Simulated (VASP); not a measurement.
Write the native input for VASP 6.6.1 that does the following.

| Property | Result |
| --- | --- |
| Task | single point |
| Functional | PBE0 |
| Potentials or basis | VASP PAW PBE potentials, release 64 (K_sv, I) |
| Cutoff | 520 eV |
| k mesh | 6 × 6 × 6 |
| Occupations | fermi-dirac, width 0.02 eV |
| Spin | no spin polarisation |
| Dipole correction | no |
| Grid for exact exchange (PRECFOCK) | Normal |
| Further INCAR settings | ALGO = Normal; EDIFF = 1e-06; NBANDS = 15 |
| Share of exact exchange | 0.25 |

The system is KI.

```
K I
1.0
     0.00000    3.54620    3.54620
     3.54620    0.00000    3.54620
     3.54620    3.54620    0.00000
K I
1 1
Direct
  0.00000 0.00000 0.00000
  0.50000 0.50000 0.50000
```

These files were run (other wordings do the same):

POSCAR

```
KI
1.0
    0.0000000000      3.5462007500      3.5462007500
    3.5462007500      0.0000000000      3.5462007500
    3.5462007500      3.5462007500      0.0000000000
K I
1 1
Direct
    0.0000000000      0.0000000000      0.0000000000
    0.5000000000      0.5000000000      0.5000000000
```

INCAR.step1

```
SYSTEM = KI
PREC = Accurate ; ENCUT = 520
EDIFF = 1E-5 ; ISMEAR = -1
SIGMA = 0.02 ; LREAL = .FALSE.
LASPH = .TRUE. ; NELM = 100
ALGO = Normal ; ISIF = 2
LWAVE = .TRUE. ; LCHARG = .FALSE.
GGA = PE ; NBANDS = 15
```

INCAR.step2

```
SYSTEM = KI
PREC = Accurate ; ENCUT = 520
EDIFF = 1E-6 ; ISMEAR = -1
SIGMA = 0.02 ; LREAL = .FALSE.
LASPH = .TRUE. ; NELM = 100
ALGO = Normal ; ISIF = 2
LWAVE = .FALSE. ; LCHARG = .FALSE.
GGA = PE ; LHFCALC = .TRUE.
AEXX = 0.25 ; PRECFOCK = Normal
ISTART = 1 ; NBANDS = 15
```

KPOINTS

```
regular mesh
0
G
  6 6 6
  0 0 0
```

Potentials or basis: VASP PAW PBE potentials, release 64 (K_sv, I).

Launch:

```console
$ cat potpaw_PBE.64/K_sv/POTCAR potpaw_PBE.64/I/POTCAR > POTCAR
$ cp INCAR.step1 INCAR
$ mpirun -np 1 vasp_std > vasp.out
$ cp INCAR.step2 INCAR
$ mpirun -np 1 vasp_std > vasp.out
```

Results of the run:

| Property | Result |
| --- | --- |
| Pressure | 0.2 GPa |
| Band gap on the k mesh | 5.62 eV |

Caveat: the PAW data sets were made with another functional, which shifts forces and pressure a little; spin-orbit coupling is left out, which moves the levels of the heavy elements.

It took 36 min on 1 thread of Intel(R) Xeon(R) Platinum 8488C (Sapphire Rapids), with other jobs on the host, peak memory 0.28 GiB.
